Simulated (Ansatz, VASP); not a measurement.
# One calculation of TaZn2B3, two programs

```
Ta Zn B
1.0
     3.27169    0.00000    0.00000
     0.00000    4.69726    0.00000
     0.00000    0.00000    5.34759
Ta Zn B
1 2 3
Direct
  0.00000 0.00000 0.00000
  0.00000 0.50000 0.28878
  0.00000 0.50000 0.71122
  0.66610 0.50000 0.00000
  0.33390 0.50000 0.00000
  0.50000 0.50000 0.50000
```

Alike in both runs: task relaxation of cell and atoms; functional PBE; k mesh 6 × 4 × 4; occupations gaussian, width 0.1 eV; no spin polarisation.

|  | VASP | Ansatz |
| --- | --- | --- |
| version | VASP 6.6.1 | Ansatz 0.2.0 |
| potentials or method | VASP PAW PBE potentials, release 64 (Ta_pv, Zn, B), cutoff 600 eV | scalar-relativistic, plane waves, PAW |
| valence electrons in the cell | 44 | 46 |

Ansatz gave:

```
gap on the k mesh at the Fermi level, each at its own relaxed structure (eV)  : none
relaxed volume (Å³/atom)                                                      : 16.58
relaxed length of the cell vector where the two differ most in proportion (Å) : 3.002
```

Q: Estimate VASP's values.

A: gap on the k mesh at the Fermi level, each at its own relaxed structure (eV): none; relaxed volume (Å³/atom): 16.58; relaxed length of the cell vector where the two differ most in proportion (Å): 3.000.

A gap of «none» marks a metal or a gap that the smearing closes. VASP's potentials hold 44 valence electrons a cell and Ansatz's 46, so a difference there can come from the potentials and not from the codes.

Neither program's run includes spin-orbit coupling. Noted on VASP's run: the volume moved by over 15 % at a fixed basis, so the end points are rough.
